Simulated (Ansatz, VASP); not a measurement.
# Ga in VASP and in Ansatz

```
Ga
1.0
     3.11021    0.00000    0.00000
    -1.55510    2.69352    0.00000
     0.00000    0.00000   10.15634
Ga
4
Cartesian
  0.0000 0.0000 0.0000
  0.0000 0.0000 5.0782
  0.0000 1.7957 2.5391
  1.5551 0.8978 7.6173
```

Alike in both runs: task single point; functional RPBE; k mesh 13 × 13 × 4; occupations fermi-dirac, width 0.1 eV; no spin polarisation.

|  | VASP | Ansatz |
| --- | --- | --- |
| version | VASP 6.6.1 | Ansatz 0.2.0 |
| potentials or method | VASP PAW PBE potentials, release 64 (Ga_d), cutoff 520 eV | plane waves (420 eV) with PAW, scalar-relativistic |
| valence electrons in the cell | 52 | 52 |

|  | VASP | Ansatz | Ansatz less VASP |
| --- | --- | --- | --- |
| pressure (GPa) | -2.7 | -2.7 | -0.04 |
| traceless stress, the component that is largest in VASP (GPa) | 0.13 | 0.13 | +0.003 |

VASP's potentials were made for PBE, not for RPBE. With one functional, cell and mesh, what is left measures potentials, basis and numerics.
